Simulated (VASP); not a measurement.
A run of VASP 6.6.1:

Contents of INCAR:

```
ALGO = Normal ; EDIFF = 1E-7
ENCUT = 520 ; GGA = PE
ISIF = 2 ; ISMEAR = -1
LASPH = T ; LCHARG = T
LELF = T ; LREAL = F
LVHAR = T ; LWAVE = F
NBANDS = 21 ; NELM = 60
PREC = Accurate ; SIGMA = 0.1
```

File KPOINTS:

```
k-points
0
Gamma
  17 17 9
```

Contents of POSCAR:

```
W
1.0
    2.7131568567      0.0000000000      0.0000000000
   -1.3565784284      2.3496627624      0.0000000000
    0.0000000000      0.0000000000      4.7684160017
W
2
Direct
    0.3333333333      0.6666666667      0.2500000000
    0.6666666667      0.3333333333      0.7500000000
```

Potentials or basis: VASP PAW PBE potentials, release 64 (W_sv).

Launch:

```console
$ cat potpaw_PBE.64/W_sv/POTCAR > POTCAR
$ mpirun -np 1 vasp_std > vasp.out
```

Hardware: 1 thread of Intel(R) Xeon(R) Platinum 8488C (Sapphire Rapids), with other jobs on the host.

Q: Estimate the wall time of this run.

A: Run time: 53 s on 1 thread of Intel(R) Xeon(R) Platinum 8488C (Sapphire Rapids), with other jobs on the host, peak memory 0.2 GiB. Counts: scf iterations 13, k points 165.
